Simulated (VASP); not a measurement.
Crystal: Mg3CdTe4.

```
CELL_PARAMETERS angstrom
4.63180 0.00000 0.00000
0.00000 4.63180 0.00000
0.00000 0.00000 13.01950
ATOMIC_POSITIONS crystal
Mg 0.50000 0.50000 0.25217
Mg 0.00000 0.00000 0.50000
Mg 0.50000 0.50000 0.74783
Cd 0.00000 0.00000 0.00000
Te 0.50000 0.00000 0.37607
Te 0.00000 0.50000 0.62393
Te 0.50000 0.00000 0.87094
Te 0.00000 0.50000 0.12906
```

Base run:

* Program: VASP 6.6.1
* Functional: PBE
* Potentials or basis: VASP PAW PBE potentials, release 64 (Mg, Cd, Te)
* Cutoff: 520 eV
* k mesh: 6 × 6 × 2
* Occupations: gaussian, width 0.02 eV
* Spin: no spin polarisation

Its results: band gap on the k mesh 1.77 eV, direct; pressure 0.0 GPa; largest force 0.019 eV/Å.

Problem. The run is repeated on the same cell with these changes: functional from PBE to r2SCAN. What comes out?

Solution. Band gap on the k mesh 2.35 eV, direct; pressure -0.9 GPa; largest force 0.005 eV/Å.

r2SCAN gives the wider gap, since meta-GGAs in the generalised Kohn-Sham scheme recover part of the derivative discontinuity.

Caveats: spin-orbit coupling is left out, which moves the levels of the heavy elements; the PAW data sets were made with another functional, which shifts forces and pressure a little (some runs).

